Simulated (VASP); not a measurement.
SnGeTe3:

```
Sn Ge Te
1.0
     5.04806    0.00000    0.00000
    -2.52403    4.37175    0.00000
     0.00000    0.00000    7.55649
Sn Ge Te
1 1 3
Cartesian
  0.0000 0.0000 0.0000
  0.0000 0.0000 3.7782
  2.5240 0.0000 0.0000
  -1.2620 2.1859 0.0000
  1.2620 2.1859 0.0000
```

The cell was generated, and may not be a known phase.

- Program: VASP 6.6.1
- Task: relaxation of cell and atoms
- Functional: PBE
- Potentials or basis: VASP PAW PBE potentials, release 64 (Sn_d, Ge_d, Te)
- Cutoff: 600 eV
- k mesh: 6 × 6 × 2
- Occupations: gaussian, width 0.1 eV
- Spin: no spin polarisation

At the start: pressure 49.8 GPa; volume 33.35 Å³/atom.

**Question.** Where does the relaxation end?

**Answer.** Over 17 steps the energy falls by 3322.3 meV/atom and the volume is 38.54 Å³/atom (+15.5 %); space group P6/mmm (No. 191, to 0.1 Å) before and after.

Step by step:
| step | energy change (eV) | largest force (eV/Å) | pressure (GPa) | volume (Å³) |
| --- | --- | --- | --- | --- |
| 1 | 0.0000 | 0.0000 | 49.83 | 166.76 |
| 2 | -7.3381 | 0.0000 | -5.62 | 501.75 |
| 3 | -14.4073 | 0.0000 | -3.05 | 292.12 |
| 4 | -14.5329 | 0.0000 | -2.63 | 283.94 |
| 5 | -14.6374 | 0.0000 | -0.87 | 263.14 |
| 6 | -14.6473 | 0.0000 | -1.38 | 268.03 |
| 7 | -14.6458 | 0.0000 | -1.16 | 265.79 |
| 8 | -15.0018 | 0.0000 | -1.34 | 252.21 |
| 9 | -15.9623 | 0.0000 | -1.48 | 221.41 |
| 10 | -13.9258 | 0.0000 | 10.82 | 159.23 |
| 11 | -16.2917 | 0.0000 | -1.26 | 210.64 |
| 12 | -16.5352 | 0.0000 | 1.27 | 185.00 |
| 13 | -16.5937 | 0.0000 | -0.30 | 195.78 |
| 14 | -16.6105 | 0.0000 | 0.06 | 192.66 |
| 15 | -16.6100 | 0.0000 | 0.26 | 191.18 |
| 16 | -16.6105 | 0.0000 | -0.16 | 194.03 |
| 17 | -16.6113 | 0.0000 | 0.00 | 192.69 |

Final structure:
```
Sn Ge Te
1.0
     6.45574    0.00000    0.00000
    -3.22787    5.59083    0.00000
     0.00000    0.00000    5.33873
Sn Ge Te
1 1 3
Direct
  0.00000 0.00000 0.00000
  0.00000 0.00000 0.50000
  0.50000 0.00000 0.00000
  0.00000 0.50000 0.00000
  0.50000 0.50000 0.00000
```

Caveat: the k points lie up to 0.59 Å⁻¹ apart in the final cell, too coarse for converged energies and pressures of a metal; the volume moved by over 15 % at a fixed basis, so the end points are rough.
